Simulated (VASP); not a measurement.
Write the native input for VASP 6.6.1 that does the following.

```yaml
Task: single point
Functional: PBE
Potentials_or_basis: VASP PAW PBE potentials, release 64 (H, Si, Cl)
Cutoff: 520 eV
k_mesh: 2 × 2 × 1
Occupations: fermi-dirac, width 0.02 eV
Spin: no spin polarisation
Dipole_correction: no
Further_INCAR_settings: LREAL = Auto; ALGO = Normal; EDIFF = 1e-06; NBANDS = 74
```

The structure of Si10H5Cl lies in POSCAR:

```
Si10H5Cl
1.0
    7.6791800000      0.0000000000      0.0000000000
    0.0000000000      7.6791800000      0.0000000000
    0.0000000000      0.0000000000     18.2543620000
H Si Cl
10 20 2
Direct
    0.4093920184      0.0000000000      0.0547814270
    0.0906079816      0.0000000000      0.0547814270
    0.9093920184      0.0000000000      0.0547814270
    0.5906079816      0.0000000000      0.0547814270
    0.4093920184      0.5000000000      0.0547814270
    0.0906079816      0.5000000000      0.0547814270
    0.9093920184      0.5000000000      0.0547814270
    0.5906079816      0.5000000000      0.0547814270
    0.2491682706      0.4784306397      0.4714844594
    0.7491768652      0.4784715295      0.4714783787
    0.2500000000      0.0000000000      0.1021947521
    0.7500000000      0.0000000000      0.1021947521
    0.2500000000      0.5000000000      0.1021947521
    0.7500000000      0.5000000000      0.1021947521
    0.2473640415      0.2499595009      0.1734354233
    0.7473575304      0.2499611938      0.1734349850
    0.2491948359      0.7496502231      0.1793249745
    0.7491952266      0.7496481395      0.1793243171
   -0.0045464490      0.2505521423      0.2460117204
    0.4954534208      0.2505352134      0.2460186228
   -0.0017414620      0.7492668488      0.2565804272
    0.4982591891      0.7492539568      0.2565809750
   -0.0096153496      0.0098806123      0.3263869206
    0.4904035327      0.0098574327      0.3263966169
   -0.0011794228      0.4883003133      0.3272473177
    0.4988194052      0.4882875515      0.3272500567
    0.2298296172      0.0982660909      0.3960550361
    0.7298413372      0.0982699976      0.3960709227
    0.2486726447      0.4112204689      0.3944451195
    0.7486812394      0.4112268497      0.3944433117
    0.5494452533      1.0546331770      0.4935848758
    1.0493544884      1.0546674254      0.4935739195
```

The input as run:

INCAR

```
SYSTEM = Si10H5Cl
PREC = Accurate
ENCUT = 520
EDIFF = 1E-6
ISMEAR = -1
SIGMA = 0.02
LREAL = Auto
LASPH = .TRUE.
NELM = 60
ALGO = Normal
ISIF = 2
LWAVE = .FALSE.
LCHARG = .TRUE.
GGA = PE
LELF = .TRUE.
LVHAR = .TRUE.
NBANDS = 74
```

KPOINTS

```
Automatic mesh
0
G
  2 2 1
  0 0 0
```

Potentials or basis: VASP PAW PBE potentials, release 64 (H, Si, Cl).

Launch:

```bash
$ cat potpaw_PBE.64/H/POTCAR potpaw_PBE.64/Si/POTCAR potpaw_PBE.64/Cl/POTCAR > POTCAR
$ mpirun -np 1 vasp_std > vasp.out
```

Results of the run:

```json
{
 "Largest force": "1.223 eV/Å",
 "Band gap on the k mesh": "1.31 eV"
}
```

Caveat: there is no dipole correction, which matters where the two faces differ.

Run time: 19 min on 1 thread of Intel Xeon 8259CL (shared host), peak memory 1 GiB.
